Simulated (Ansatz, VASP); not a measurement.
# NaI in VASP and in Ansatz

Contents of INCAR:

```
SYSTEM = NaI
ALGO     = Normal         ! electronic algorithm
EDIFF    = 1E-6           ! SCF threshold, eV
ENCUT    = 500            ! plane-wave cutoff, eV
GGA      = PS             ! functional
GGA_COMPAT= .False.      
ISIF     = 2              ! what is computed and relaxed
ISMEAR   = 0              ! smearing method
LASPH    = .True.         ! aspherical terms in the spheres
LCHARG   = .False.        ! write CHGCAR
LREAL    = .False.        ! projectors in reciprocal space
LWAVE    = .False.        ! write WAVECAR
NBANDS   = 14             ! bands
NELM     = 120            ! most SCF steps
PREC     = Accurate       ! precision mode
SIGMA    = 0.1            ! smearing width, eV
```

The input KPOINTS:

```
k-points
0
Gamma
  6 6 6
  0 0 0
```

The input POSCAR:

```
NaI
1.0
    0.0000000000      3.2364000000      3.2364000000
    3.2364000000      0.0000000000      3.2364000000
    3.2364000000      3.2364000000      0.0000000000
Na I
1 1
Direct
    0.0000000000      0.0000000000      0.0000000000
    0.5000000000      0.5000000000      0.5000000000
```

Input for Ansatz:

```yaml
crystal:
  lattice:
    - [0.0, 3.2364, 3.2364]
    - [3.2364, 0.0, 3.2364]
    - [3.2364, 3.2364, 0.0]
  atoms:
    - { symbol: Na, position: [0.0, 0.0, 0.0] }
    - { symbol: I, position: [0.5, 0.5, 0.5] }
basis:
  ecutwfc: 420
kpoints:
  mp_grid: { grid: [6, 6, 6] }
hamiltonian:
  xc: pbesol
scf:
  occupations: { method: gaussian, width: 0.1 }
output:
  forces: true
  stress: true
  eigenvalues: true
```

Alike in both runs: task single point; functional PBEsol; k mesh 6 × 6 × 6; occupations gaussian, width 0.1 eV; no spin polarisation.

|  | VASP | Ansatz |
| --- | --- | --- |
| version | VASP 6.6.1 | Ansatz 0.2.0 |
| potentials or method | VASP PAW PBE potentials, release 64 (Na_pv, I), cutoff 500 eV | scalar-relativistic, plane waves, PAW |
| valence electrons in the cell | 14 | 26 |

|  | VASP | Ansatz | Ansatz less VASP |
| --- | --- | --- | --- |
| gap on the k mesh at the Fermi level (eV) | 3.51 | 3.51 | +0.004 |
| least direct gap on the mesh (eV) | 3.51 | 3.51 | +0.004 |
| pressure (GPa) | -0.5 | -0.5 | -0.03 |

VASP's potentials were made for PBE, not for PBEsol. VASP's potentials hold 14 valence electrons a cell and Ansatz's 26, so a difference there can come from the potentials and not from the codes.

Neither program's run includes spin-orbit coupling.
